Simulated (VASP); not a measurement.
# GaN (F-43m) in VASP: notebook

Runs on GaN. Level: PBEsol. Tasks: single point.

All numbers are computed with VASP 6.6.1; they aren't measurements. Logs are shortened: lines on timing, memory, paths and dates and some standing lists are left out, and cuts for length are marked.

### 1 The cell of the first run

It takes space group F-43m (No. 216, cubic). Conventional cell: a = 4.869 Å, b = 4.869 Å, c = 4.869 Å, α = 90.00°, β = 90.00°, γ = 90.00°. Within 2.8 Å of Ga (site symmetry -43m) lie 4 N at 2.11 Å. Within 2.8 Å of N (site symmetry -43m) lie 4 Ga at 2.11 Å.

### 2 Single point, PBEsol

Contents of INCAR:

```
SYSTEM = GaN
PREC = Accurate
ENCUT = 600
EDIFF = 1E-6
ISMEAR = 0
SIGMA = 0.1
LREAL = .False.
LASPH = .True.
NELM = 120
ALGO = Normal
ISIF = 2
LWAVE = .False.
LCHARG = .False.
GGA = PS
NBANDS = 16
GGA_COMPAT = .False.
```

Contents of KPOINTS:

```
Automatic mesh
0
Gamma
  6 6 6
  0 0 0
```

Contents of POSCAR:

```
GaN
1.0
    0.0000000000      2.4347070525      2.4347070525
    2.4347070525      0.0000000000      2.4347070525
    2.4347070525      2.4347070525      0.0000000000
Ga N
1 1
Direct
    0.0000000000      0.0000000000      0.0000000000
    0.2500000000      0.2500000000      0.2500000000
```

Potentials or basis: VASP PAW PBE potentials, release 64 (Ga_d, N).

Command:

```sh
> cat potpaw_PBE.64/Ga_d/POTCAR potpaw_PBE.64/N/POTCAR > POTCAR
> mpirun -np 1 vasp_std > vasp.out
```

OUTCAR:

```text
SYSTEM = GaN
   PREC = Accurate
   ENCUT = 600
   EDIFF = 1E-6
   ISMEAR = 0
   LREAL = .False.
   LASPH = .True.
   NELM = 120
   ISIF = 2
   GGA = PS

 ion  position               nearest neighbor table
   1  0.000  0.000  0.000-   2 2.11   2 2.11   2 2.11   2 2.11
   2  0.250  0.250  0.250-   1 2.11   1 2.11   1 2.11   1 2.11

  LATTYP: Found a face centered cubic cell.
 ALAT       =     4.8694141050

  Lattice vectors:

 A1 = (   0.0000000000,   2.4347070525,   2.4347070525)
 A2 = (   2.4347070525,   0.0000000000,   2.4347070525)
 A3 = (   2.4347070525,   2.4347070525,   0.0000000000)

Analysis of symmetry for initial positions (statically):
=====================================================================
 Subroutine PRICEL returns:
 Original cell was already a primitive cell.

 Routine SETGRP: Setting up the symmetry group for a
 face centered cubic supercell.

 Subroutine GETGRP returns: Found 24 space group operations
 (whereof 24 operations were pure point group operations)
 out of a pool of 48 trial point group operations.

The static configuration has the point symmetry T_d .

Analysis of symmetry for dynamics (positions and initial velocities):
=====================================================================
 Subroutine PRICEL returns:
 Original cell was already a primitive cell.

 Routine SETGRP: Setting up the symmetry group for a
 face centered cubic supercell.

 Subroutine GETGRP returns: Found 24 space group operations
 (whereof 24 operations were pure point group operations)
 out of a pool of 48 trial point group operations.

The dynamic configuration has the point symmetry T_d .

 Subroutine INISYM returns: Found 24 space group operations
 (whereof 24 operations are pure point group operations),
 and found     1 'primitive' translations

----------------------------------------------------------------------------------------

                                     Primitive cell

  volume of cell :      28.8649

  direct lattice vectors                    reciprocal lattice vectors
     0.000000000  2.434707052  2.434707052    -0.205363516  0.205363516  0.205363516
     2.434707052  0.000000000  2.434707052     0.205363516 -0.205363516  0.205363516
     2.434707052  2.434707052  0.000000000     0.205363516  0.205363516 -0.205363516

  length of vectors
     3.443195734  3.443195734  3.443195734     0.355700043  0.355700043  0.355700043

  position of ions in fractional coordinates (direct lattice)
     0.000000000  0.000000000  0.000000000
     0.250000000  0.250000000  0.250000000

  ion indices of the primitive-cell ions
   primitive index   ion index
                 1           1
                 2           2

----------------------------------------------------------------------------------------

 KPOINTS: Automatic mesh

Automatic generation of k-mesh.
 Grid dimensions read from file:
 generate k-points for:    6    6    6

 Generating k-lattice:

  Cartesian coordinates                     Fractional coordinates (reciprocal lattice)
    -0.034227253  0.034227253  0.034227253     0.166666667  0.000000000  0.000000000
     0.034227253 -0.034227253  0.034227253     0.000000000  0.166666667  0.000000000
     0.034227253  0.034227253 -0.034227253     0.000000000  0.000000000  0.166666667

  Length of vectors
     0.059283341  0.059283341  0.059283341

  Shift w.r.t. Gamma in fractional coordinates (k-lattice)
     0.000000000  0.000000000  0.000000000

 Subroutine IBZKPT returns following result:
 ===========================================

 Found     16 irreducible k-points:

 Following reciprocal coordinates:
            Coordinates               Weight
  0.000000  0.000000  0.000000      1.000000
  0.166667  0.000000  0.000000      8.000000
  0.333333  0.000000  0.000000      8.000000
  0.500000  0.000000  0.000000      4.000000
  0.166667  0.166667  0.000000      6.000000
  0.333333  0.166667  0.000000     24.000000
[... 8 lines left out ...]
 -0.333333  0.333333  0.166667     24.000000
 -0.333333  0.500000  0.166667     12.000000
   k-points           NKPTS =     16   k-points in BZ     NKDIM =     16   number of bands    NBANDS=     16
   number of dos      NEDOS =    301   number of ions     NIONS =      2
   total plane-waves  NPLWV =  21952
   dimension x,y,z NGX =    28 NGY =   28 NGZ =   28
   dimension x,y,z NGXF=    56 NGYF=   56 NGZF=   56
   ions per type =               1   1
   NGX,Y,Z   is equivalent  to a cutoff of  13.52, 13.52, 13.52 a.u.
   NGXF,Y,Z  is equivalent  to a cutoff of  27.04, 27.04, 27.04 a.u.
 SYSTEM =  GaN
   PREC   = accura    normal or accurate (medium, high low for compatibility)
   ISTART =      0    job   : 0-new  1-cont  2-samecut
   ICHARG =      2    charge: 1-file 2-atom 10-const
   ISPIN  =      1    spin polarized calculation?
   LNONCOLLINEAR =      F non collinear calculations
   LSORBIT =      F    spin-orbit coupling
   LASPH  =      T    aspherical Exc in radial PAW
   ENCUT  =  600.0 eV  44.10 Ry    6.64 a.u.   6.88  6.88  6.88*2*pi/ulx,y,z
   NELM   =    120;   NELMIN=  2; NELMDL= -5     # of ELM steps
   EDIFF  = 0.1E-05   stopping-criterion for ELM
   LREAL  =      F    real-space projection
   EDIFFG = 0.1E-04   stopping-criterion for IOM
   NSW    =      0    number of steps for IOM
   IBRION =     -1    ionic relax: 0-MD 1-quasi-New 2-CG
   NFREE  =      0    steps in history (QN), initial steepest desc. (CG)
   ISIF   =      2    stress and relaxation
   ISYM   =      2    0-nonsym 1-usesym 2-fastsym
   POTIM  = 0.5000    time-step for ionic-motion
   TEBEG  =    0.0;   TEEND  =   0.0 temperature during run
   PSTRESS=    0.0 pullay stress
   NELECT =      18.0000    total number of electrons
   NUPDOWN=      -1.0000    fix difference up-down
   EMIN   =  10.00;   EMAX   =-10.00  energy-range for DOS
   EFERMI =   0.00;   METHOD = LEGACY
   ISMEAR =     0;   SIGMA  =   0.10  broadening in eV -4-tet -1-fermi 0-gaus
   EFERMI_NEDOS =   21; number of points for ismear=-14 and -15
   IALGO  =     38    algorithm
   IMIX   =      4    mixing-type and parameters
     AMIX     =   0.40;   BMIX     =  1.00
     AMIX_MAG =   1.60;   BMIX_MAG =  1.00
  volume/ion in A,a.u.               =      14.43        97.39
  Fermi-wavevector in a.u.,A,eV,Ry     =   1.398650  2.643065 26.616002  1.956221
  Thomas-Fermi vector in A             =   2.521787
   LORBIT       =      0    0 simple, 1 ext, 2 COOP (PROOUT), +10 PAW based schemes
   GGA     = PS    functional components
   LHFCALC =     F    Hartree Fock is set to
   AEXX    =    0.0000 exact exchange contribution
   IVDW    =     0    specifies the selected vdW correction
   LEPSILON=     F    determine dielectric tensor
   LRPA    =     F    only Hartree local field effects (RPA)
 non-spin polarized calculation
 Gauss-broadening in eV      SIGMA  =   0.10
  energy-cutoff  :      600.00
  volume of cell :       28.86
 maximum number of plane-waves:       982
   NGX = 13   NGY = 13   NGZ = 13

 number of electron      17.9999997 magnetization

 Free energy of the ion-electron system (eV)
  ---------------------------------------------------
  ext. energy  EPLUGINS =         0.00000000
  ---------------------------------------------------
  free energy    TOTEN  =       -12.49231860 eV

  energy without entropy =      -12.49208466  energy(sigma->0) =      -12.49220163

 E-fermi :   3.0586     XC(G=0): -10.7092

 val. band max:        2.9245872683   @ k =   0.0000   0.0000   0.0000
 cond. band min:       3.1546543688   @ k =   0.0000   0.0000   0.0000
 fundamental gap:      0.2300671006
 Fermi energy:         3.0585882492

 k-point     1 :       0.0000    0.0000    0.0000
  band No.  band energies     occupation
      1     -11.2823      2.00000
      2     -10.4653      2.00000
      3     -10.4653      2.00000
      4     -10.4653      2.00000
      5     -10.3148      2.00000
      6     -10.3148      2.00000
[... 8 lines left out ...]
     15      19.9079      0.00000
     16      19.9079      0.00000

 k-point     2 :       0.1667    0.0000    0.0000
  band No.  band energies     occupation
      1     -11.2019      2.00000
      2     -10.4485      2.00000
      3     -10.4485      2.00000
      4     -10.3150      2.00000
      5     -10.3150      2.00000
      6     -10.2354      2.00000
[... 8 lines left out ...]
     15      18.2434      0.00000
     16      18.2434      0.00000

 k-point     3 :       0.3333    0.0000    0.0000
  band No.  band energies     occupation
      1     -11.1632      2.00000
      2     -10.4268      2.00000
      3     -10.4268      2.00000
      4     -10.3031      2.00000
      5     -10.3031      2.00000
      6      -9.4805      2.00000
[... 8 lines left out ...]
     15      18.6076      0.00000
     16      18.6076      0.00000

 k-point     4 :       0.5000    0.0000    0.0000
  band No.  band energies     occupation
      1     -11.1721      2.00000
      2     -10.4229      2.00000
      3     -10.4229      2.00000
      4     -10.2899      2.00000
      5     -10.2899      2.00000
      6      -8.9178      2.00000
[... 8 lines left out ...]
     15      19.8819      0.00000
     16      19.8819      0.00000
[... 172 lines left out ...]
 k-point    14 :       0.5000    0.3333    0.1667
  band No.  band energies     occupation
      1     -11.1479      2.00000
      2     -10.3996      2.00000
      3     -10.3810      2.00000
      4     -10.3385      2.00000
      5     -10.2939      2.00000
      6      -8.9260      2.00000
[... 8 lines left out ...]
     15      20.2945      0.00000
     16      21.7085      0.00000

 k-point    15 :      -0.3333    0.3333    0.1667
  band No.  band energies     occupation
      1     -11.1507      2.00000
      2     -10.4045      2.00000
      3     -10.3702      2.00000
      4     -10.3236      2.00000
      5     -10.3003      2.00000
      6      -8.5199      2.00000
[... 8 lines left out ...]
     15      19.6221      0.00000
     16      22.1056      0.00000

 k-point    16 :      -0.3333    0.5000    0.1667
  band No.  band energies     occupation
      1     -11.1532      2.00000
      2     -10.3899      2.00000
      3     -10.3692      2.00000
      4     -10.3154      2.00000
      5     -10.2927      2.00000
      6      -8.3927      2.00000
[... 8 lines left out ...]
     15      21.1615      0.00000
     16      22.0683      0.00000

------------------------ aborting loop because EDIFF is reached ----------------------------------------

  FORCE on cell =-STRESS in cart. coord.  units (eV):
  Direction    XX          YY          ZZ          XY          YZ          ZX
  --------------------------------------------------------------------------------------
  -------------------------------------------------------------------------------------
  Total       -4.7658924     -4.7658924     -4.7658924     -0.0000000      0.0000000      0.0000000
  in kB     -264.5359370   -264.5359370   -264.5359370     -0.0000000      0.0000000      0.0000000
  external PRESSURE =    -264.5359370 kB  Pullay stress =       0.0000000 kB

 VOLUME and BASIS-vectors are now :
 -----------------------------------------------------------------------------
  energy-cutoff  :      600.00
  volume of cell :       28.86
      direct lattice vectors                 reciprocal lattice vectors
     0.000000000  2.434707052  2.434707052    -0.205363516  0.205363516  0.205363516
     2.434707052  0.000000000  2.434707052     0.205363516 -0.205363516  0.205363516
     2.434707052  2.434707052  0.000000000     0.205363516  0.205363516 -0.205363516

 POSITION                                       TOTAL-FORCE (eV/Angst)
 -----------------------------------------------------------------------------------
      0.00000      0.00000      0.00000         0.000000      0.000000      0.000000
      1.21735      1.21735      1.21735        -0.000000     -0.000000     -0.000000
 -----------------------------------------------------------------------------------
    total drift:                                0.000001      0.000001      0.000001

  FREE ENERGIE OF THE ION-ELECTRON SYSTEM (eV)
  ---------------------------------------------------
  free  energy   TOTEN  =       -12.4923185989 eV

  energy  without entropy=      -12.4920846638  energy(sigma->0) =      -12.49220163
```

Run time: 8.8 s. Hardware: 1 thread of Intel Xeon Platinum 8488C (Sapphire Rapids), shared host; peak memory 0.15 GiB.

Results:

```
Free energy            : -12.4923 eV
Pressure               : -26.5 GPa
Band gap on the k mesh : 0.23 eV, direct
```

Caveat: the PAW data sets were made with another functional, which shifts forces and pressure a little.

[end of part 1 of 2]
